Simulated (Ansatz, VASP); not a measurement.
## One calculation of TaN, two programs

Contents of INCAR:

```
PREC     = Accurate       # precision mode
ENCUT    = 600            # plane-wave cutoff, eV
EDIFF    = 1E-7           # SCF threshold, eV
ISMEAR   = 0              # smearing method
SIGMA    = 0.1            # smearing width, eV
LREAL    = False          # projectors in reciprocal space
LASPH    = True           # aspherical terms in the spheres
NELM     = 80             # most SCF steps
ALGO     = Normal         # electronic algorithm
ISIF     = 3              # what is computed and relaxed
LWAVE    = False          # write WAVECAR
LCHARG   = False          # write CHGCAR
IBRION   = 2              # ionic algorithm
NSW      = 100            # ionic steps
EDIFFG   = -0.005         # ionic threshold
```

Contents of KPOINTS:

```
Automatic mesh
0
Gamma
  18 18 14
```

File POSCAR:

```
TaN
1.0
    2.9050812093      0.0000000000      0.0000000000
   -1.4525406046      2.5158741273      0.0000000000
    0.0000000000      0.0000000000      2.8555203285
Ta N
1 1
Direct
    0.3333333333      0.6666666667      0.5000000000
    0.0000000000      0.0000000000      0.0000000000
```

Input for Ansatz:

```yaml
crystal:
  lattice:
    - [2.9050812113, 0.0, 0.0]
    - [-1.4525406056, 2.515874129, 0.0]
    - [0.0, 0.0, 2.8555203393]
  atoms:
    - { symbol: Ta, position: [0.3333333333, 0.6666666667, 0.5] }
    - { symbol: "N", position: [0.0, 0.0, 0.0] }
basis:
  ecutwfc: 420
kpoints:
  mp_grid: { grid: [18, 18, 14] }
hamiltonian:
  xc: lda
scf:
  occupations: { method: gaussian, width: 0.1 }
output:
  forces: true
  stress: true
  eigenvalues: true
relax:
  adjacent_minimum: "off"
  f_tol: 0.005
  max_steps: 80
  cell: { stress_tol: 0.05 }
```

Alike in both runs: task relaxation of cell and atoms; functional LDA; k mesh 18 × 18 × 14; occupations gaussian, width 0.1 eV; no spin polarisation.

```csv
,VASP,Ansatz
version,VASP 6.6.1,Ansatz 0.2.0
potentials or method,"VASP PAW LDA potentials, release 64 (Ta_pv, N), cutoff 600 eV","scalar-relativistic, plane waves, PAW"
valence electrons in the cell,16,18
```

Ansatz gave:

| Quantity | Value |
| --- | --- |
| gap on the k mesh at the Fermi level, each at its own relaxed structure (eV) | none |
| relaxed volume (Å³/atom) | 10.43 |
| relaxed length of the cell vector where the two differ most in proportion (Å) | 2.907 |

Question: Which values does VASP return?

Answer: gap on the k mesh at the Fermi level, each at its own relaxed structure (eV): none; relaxed volume (Å³/atom): 10.49; relaxed length of the cell vector where the two differ most in proportion (Å): 2.912.

LDA's correlation is that of Perdew and Zunger in VASP and of Perdew and Wang (1992) in Ansatz. A gap of «none» marks a metal or a gap that the smearing closes. VASP's potentials hold 16 valence electrons a cell and Ansatz's 18, so a difference there can come from the potentials and not from the codes.

Spin-orbit coupling is off throughout.
